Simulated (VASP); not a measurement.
MnSb, 4 atoms in the cell. It takes space group P6_3/mmc (No. 194, hexagonal). Conventional cell: a = 4.119 Å, b = 4.119 Å, c = 4.804 Å, α = 90.00°, β = 90.00°, γ = 120.00°. Within 3.2 Å of Mn (site symmetry -3m) lie 2 Mn at 2.40 Å and 6 Sb at 2.66 Å. Sb (site symmetry -6m2) has 6 Mn at 2.66 Å and 6 Sb at 3.38 Å within 3.5 Å. 

| Item | Value |
| --- | --- |
| Program | VASP 6.6.1 |
| Task | single point |
| Functional | PBE |
| Potentials or basis | VASP PAW PBE potentials, release 64 (Mn_pv, Sb) |
| Cutoff | 520 eV |
| k mesh | 12 × 12 × 8 |
| Occupations | gaussian, width 0.05 eV |
| Spin | no spin polarisation |
| Dipole correction | no |
| Further INCAR settings | ALGO = Normal; EDIFF = 1e-06; NBANDS = 26 |

Potentials or basis: VASP PAW PBE potentials, release 64 (Mn_pv, Sb).

Run with:

```sh
$ cat potpaw_PBE.64/Mn_pv/POTCAR potpaw_PBE.64/Sb/POTCAR > POTCAR
$ mpirun -np 1 vasp_std > vasp.out
```

Hardware: 1 thread of Intel(R) Xeon(R) Platinum 8375C CPU @ 2.90GHz (Ice Lake), on a shared host.

**Question.** Estimate the wall time of this run.

**Answer.** Run time: 110 s on 1 thread of Intel(R) Xeon(R) Platinum 8375C CPU @ 2.90GHz (Ice Lake), with other jobs on the host, peak memory 0.28 GiB. Counts: scf iterations 13, k points 95.
